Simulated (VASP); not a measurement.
# Pt (P6_3/mmc) in VASP: a series of runs, part 2 of 2

VASP 6.6.1. The steps go on from the part before.

**3. Single point, PBE**

This run uses another cell than the first one, of 16.54 Å³/atom, 1.005 times its volume.

Contents of INCAR:

```
SYSTEM = Pt
PREC = Accurate
ENCUT = 520
EDIFF = 1E-6
ISMEAR = 0
SIGMA = 0.15
LREAL = .FALSE.
LASPH = .TRUE.
NELM = 100
ALGO = Fast
ISIF = 2
LWAVE = .FALSE.
LCHARG = .FALSE.
GGA = PE
NBANDS = 17
```

Contents of KPOINTS:

```
Automatic mesh
0
G
  18 18 10
  0 0 0
```

Contents of POSCAR:

```
Pt
1.0
    2.7585396147      0.0000000000      0.0000000000
   -1.3792698074      2.3889653837      0.0000000000
    0.0000000000      0.0000000000      5.0205000000
Pt
2
Direct
    0.6666666667      0.3333333333      0.7500000000
    0.3333333333      0.6666666667      0.2500000000
```

Potentials or basis: VASP PAW PBE potentials, release 64 (Pt).

Command:

```bash
$ cat potpaw_PBE.64/Pt/POTCAR > POTCAR
$ mpirun -np 1 vasp_std > vasp.out
```

OUTCAR:

```text
SYSTEM = Pt
   PREC = Accurate
   ENCUT = 520
   EDIFF = 1E-6
   ISMEAR = 0
   LREAL = .FALSE.
   LASPH = .TRUE.
   NELM = 100
   ISIF = 2
   GGA = PE

 ion  position               nearest neighbor table
   1  0.667  0.333  0.750-   2 2.97   2 2.97   2 2.97   2 2.97   2 2.97   2 2.97
   2  0.333  0.667  0.250-   1 2.97   1 2.97   1 2.97   1 2.97   1 2.97   1 2.97

  LATTYP: Found a hexagonal cell.
 ALAT       =     2.7585396147
 C/A-ratio  =     1.8199847388

  Lattice vectors:

 A1 = (   2.7585396147,   0.0000000000,   0.0000000000)
 A2 = (  -1.3792698074,   2.3889653837,   0.0000000000)
 A3 = (   0.0000000000,   0.0000000000,   5.0205000000)

Analysis of symmetry for initial positions (statically):
=====================================================================
 Subroutine PRICEL returns:
 Original cell was already a primitive cell.

 Routine SETGRP: Setting up the symmetry group for a
 hexagonal supercell.

 Subroutine GETGRP returns: Found 24 space group operations
 (whereof 12 operations were pure point group operations)
 out of a pool of 24 trial point group operations.

[... 160 lines left out ...]
  ext. energy  EPLUGINS =         0.00000000
  ---------------------------------------------------
  free energy    TOTEN  =       -12.02677960 eV

  energy without entropy =      -11.98842109  energy(sigma->0) =      -12.00760034

 E-fermi :   9.5258     XC(G=0): -12.9259

 val. band max:        9.5146106718   @ k =   0.2222   0.2222   0.5000
 cond. band min:       9.5277242487   @ k =   0.2778   0.2222   0.5000
 fundamental gap:      0.0131135769
 Fermi energy:         9.5257752189

 k-point     1 :       0.0000    0.0000    0.0000
  band No.  band energies     occupation
      1       0.3390      2.00000
      2       2.7309      2.00000
      3       5.6100      2.00000
      4       6.3311      2.00000
      5       6.3311      2.00000
      6       6.6016      2.00000
[... 457 lines left out ...]
      4       6.3058      2.00000
      5       6.5845      2.00000
      6       6.8158      2.00000
[... 9 lines left out ...]
     16      21.7352      0.00000
     17      22.9478      0.00000

 [... further k-points ...]
[... 5 lines left out ...]
  --------------------------------------------------------------------------------------
  -------------------------------------------------------------------------------------
  Total       -1.4162993     -1.4162993     -2.8171036      0.0000000     -0.0000000      0.0000000
  in kB      -68.5850679    -68.5850679   -136.4197824      0.0000000     -0.0000000      0.0000000
  external PRESSURE =     -91.1966394 kB  Pullay stress =       0.0000000 kB

 VOLUME and BASIS-vectors are now :
 -----------------------------------------------------------------------------
  energy-cutoff  :      520.00
  volume of cell :       33.09
      direct lattice vectors                 reciprocal lattice vectors
     2.758539615  0.000000000  0.000000000     0.362510654  0.209295624  0.000000000
    -1.379269807  2.388965384  0.000000000     0.000000000  0.418591247  0.000000000
     0.000000000  0.000000000  5.020500000     0.000000000  0.000000000  0.199183348

 POSITION                                       TOTAL-FORCE (eV/Angst)
 -----------------------------------------------------------------------------------
      1.37927      0.79632      3.76538        -0.000000      0.000000      0.000000
     -0.00000      1.59264      1.25513         0.000000     -0.000000      0.000000
 -----------------------------------------------------------------------------------
    total drift:                                0.000000     -0.000000      0.000000

  FREE ENERGIE OF THE ION-ELECTRON SYSTEM (eV)
  ---------------------------------------------------
  free  energy   TOTEN  =       -12.0267796009 eV

  energy  without entropy=      -11.9884210890  energy(sigma->0) =      -12.00760034
```

OSZICAR:

```text
N       E                     dE             d eps       ncg     rms          rms(c)
DAV:   1     0.100299030100E+03    0.10030E+03   -0.10396E+04  7556   0.112E+03
DAV:   2    -0.109599058541E+02   -0.11126E+03   -0.10551E+03  8157   0.241E+02
DAV:   3    -0.127937602308E+02   -0.18339E+01   -0.18088E+01  9362   0.305E+01
DAV:   4    -0.128033328372E+02   -0.95726E-02   -0.95710E-02  9041   0.231E+00
DAV:   5    -0.128034332735E+02   -0.10044E-03   -0.10043E-03  9299   0.247E-01    0.141E+01
RMM:   6    -0.120877073231E+02    0.71573E+00   -0.11065E+00  7561   0.780E+00    0.754E+00
RMM:   7    -0.120330247038E+02    0.54683E-01   -0.20488E-01  7799   0.341E+00    0.298E+00
RMM:   8    -0.120275663837E+02    0.54583E-02   -0.30655E-02  7815   0.130E+00    0.889E-01
RMM:   9    -0.120267466214E+02    0.81976E-03   -0.26282E-03  8302   0.379E-01    0.120E-01
RMM:  10    -0.120267740922E+02   -0.27471E-04   -0.30969E-04  8439   0.115E-01    0.621E-02
RMM:  11    -0.120267789794E+02   -0.48872E-05   -0.46471E-05  8449   0.437E-02    0.507E-03
RMM:  12    -0.120267796009E+02   -0.62149E-06   -0.89579E-06  7699   0.182E-02
   1 F= -.12026780E+02 E0= -.12007600E+02  d E =-.383585E-01
```

stdout:

```text
POSCAR found type information on POSCAR Pt
 POSCAR found :  1 types and       2 ions
 scaLAPACK will be used
 LDA part: xc-table for (Slater+PW92), standard interpolation
 POSCAR, INCAR and KPOINTS ok, starting setup
 FFT: planning ... GRIDC
 FFT: planning ... GRID_SOFT
 FFT: planning ... GRID
 WAVECAR not read
 entering main loop
```

It took 36 s on 1 thread of Intel Xeon 6975P-C (Granite Rapids), shared host; peak memory 0.23 GiB.

Results:

```yaml
Free_energy: -12.0268 eV
Pressure: -9.1 GPa
Band_gap_on_the_k_mesh: zero (band 10 reaches 10.14 eV, above the bottom of band 11 at 8.89 eV)
```

Stress tensor (GPa, compression positive):
```
 -6.86   0.00   0.00
  0.00  -6.86   0.00
  0.00   0.00 -13.64
```

Levels at points of the mesh, in eV from the Fermi level:
| k point | band 8 | band 9 | band 10 | band 11 | band 12 | band 13 |
| --- | --- | --- | --- | --- | --- | --- |
| (0.00, 0.00, 0.00) | -1.36 | -1.36 | -0.77 | -0.15 | -0.15 | 3.84 |
| (0.50, 0.00, 0.00) | -0.11 | 0.48 | 0.61 | 2.28 | 3.76 | 6.99 |
| (0.00, 0.00, 0.50) | -3.16 | -0.64 | -0.64 | -0.64 | -0.64 | 10.60 |
| (0.50, 0.00, 0.50) | -0.73 | 0.55 | 0.55 | 1.76 | 1.76 | 6.37 |

Caveat: spin-orbit coupling is left out, which moves the levels of the heavy elements.

**4. Single point, PBE**

This run uses another cell than the first one, of 16.58 Å³/atom, 1.008 times its volume.

Contents of INCAR:

```
ALGO = Fast
EDIFF = 1E-7
ENCUT = 520
GGA = PE
ISIF = 2
ISMEAR = 0
LASPH = True
LCHARG = False
LREAL = False
LWAVE = False
NBANDS = 17
NELM = 60
PREC = Accurate
SIGMA = 0.15
```

Contents of KPOINTS:

```
k-points
0
Gamma
  18 18 10
```

Contents of POSCAR:

```
Pt
1.0
    2.9034000000      0.0000000000      0.0000000000
   -1.4517000000      2.5144181573      0.0000000000
    0.0000000000      0.0000000000      4.5423000000
Pt
2
Direct
    0.6666666667      0.3333333333      0.7500000000
    0.3333333333      0.6666666667      0.2500000000
```

Command:

```bash
$ cat potpaw_PBE.64/Pt/POTCAR > POTCAR
$ mpirun -np 1 vasp_std > vasp.out
```

Run time: 42 s. Hardware: 1 thread of Intel Xeon 6975P-C (Granite Rapids), shared host; peak memory 0.23 GiB.

Results (log left out):

```
Free energy            : -11.9638 eV
Pressure               : -10.5 GPa
Band gap on the k mesh : zero (band 10 reaches 9.81 eV, above the bottom of band 11 at 8.74 eV)
```

Stress tensor (GPa, compression positive):
```
-12.93   0.00   0.00
  0.00 -12.93   0.00
  0.00   0.00  -5.58
```

Levels at points of the mesh, in eV from the Fermi level:
```tsv
k point	band 6	band 7	band 8	band 9	band 10	band 11	band 12	band 13	band 14	band 15
(0.00, 0.00, 0.00)	-2.62	-2.62	-2.34	-2.34	-0.28	-0.28	0.24	5.65	14.64	17.20
(0.50, 0.00, 0.00)	-2.73	-2.35	-0.18	0.15	0.26	1.89	3.06	7.58	9.29	9.57
(0.00, 0.00, 0.50)	-3.29	-3.29	-3.29	-0.81	-0.81	-0.81	-0.81	13.60	13.60	15.28
(0.50, 0.00, 0.50)	-2.02	-0.81	-0.81	0.03	0.03	1.65	1.65	5.79	5.79	14.66
```

Caveat: spin-orbit coupling is left out, which moves the levels of the heavy elements.

**5. Single point, PBE**

This run uses another cell than the first one, of 16.51 Å³/atom, 1.004 times its volume.

Contents of INCAR:

```
ALGO = Normal ; EDIFF = 1E-6
ENCUT = 520 ; GGA = PE
ISIF = 2 ; ISMEAR = 0
LASPH = True ; LCHARG = False
LREAL = False ; LWAVE = False
NBANDS = 17 ; NELM = 80
PREC = Accurate ; SIGMA = 0.15
```

KPOINTS is that of step 4.

Contents of POSCAR:

```
Pt
1.0
    2.8068000000      0.0000000000      0.0000000000
   -1.4034000000      2.4307601033      0.0000000000
    0.0000000000      0.0000000000      4.8412000000
Pt
2
Direct
    0.6666666667      0.3333333333      0.7500000000
    0.3333333333      0.6666666667      0.2500000000
```

Command:

```bash
$ cat potpaw_PBE.64/Pt/POTCAR > POTCAR
$ mpirun -np 1 vasp_std > vasp.out
```

Wall time 28 s (1 thread of Intel Xeon 6975P-C (Granite Rapids), shared host); peak memory 0.23 GiB.

It converged, with:

| Quantity | Value |
| --- | --- |
| Free energy | -12.0487 eV |
| Pressure | -10.5 GPa |
| Band gap on the k mesh | zero (band 10 reaches 10.01 eV, above the bottom of band 11 at 8.83 eV) |

Stress tensor (GPa, compression positive):
```
-10.97   0.00   0.00
  0.00 -10.97   0.00
  0.00   0.00  -9.51
```

Levels at points of the mesh, in eV from the Fermi level:
```csv
k point,band 7,band 8,band 9,band 10,band 11,band 12,band 13,band 14
"(0.00, 0.00, 0.00)",-2.82,-1.70,-1.70,-0.47,-0.21,-0.21,4.48,15.15
"(0.50, 0.00, 0.00)",-2.39,0.01,0.23,0.43,2.18,3.57,7.08,8.67
"(0.00, 0.00, 0.50)",-3.17,-3.17,-0.75,-0.75,-0.75,-0.75,11.73,11.73
"(0.50, 0.00, 0.50)",-0.75,-0.75,0.34,0.34,1.73,1.73,6.11,6.11
```

Caveat: spin-orbit coupling is left out, which moves the levels of the heavy elements.

**6. Summary**

```csv
cell,gap on the mesh (eV),pressure (GPa)
"a = 2.855, b = 2.855, c = 4.662 Å, angles 90.0, 90.0, 120.0°, 2 atoms",none,-9.8
"a = 2.759, b = 2.759, c = 5.021 Å, angles 90.0, 90.0, 120.0°, 2 atoms",none,-9.1
"a = 2.903, b = 2.903, c = 4.542 Å, angles 90.0, 90.0, 120.0°, 2 atoms",none,-10.5
"a = 2.807, b = 2.807, c = 4.841 Å, angles 90.0, 90.0, 120.0°, 2 atoms",none,-10.5
```

Alike in all rows: task single point; level PBE; potentials or basis VASP PAW PBE potentials, release 64 (Pt); no spin polarisation; k mesh 18 × 18 × 10; cutoff (eV) 520; smearing gaussian 0.15 eV.

Caveats: spin-orbit coupling is left out, which moves the levels of the heavy elements.

Absolute energies hang on the potentials; compare differences alone.
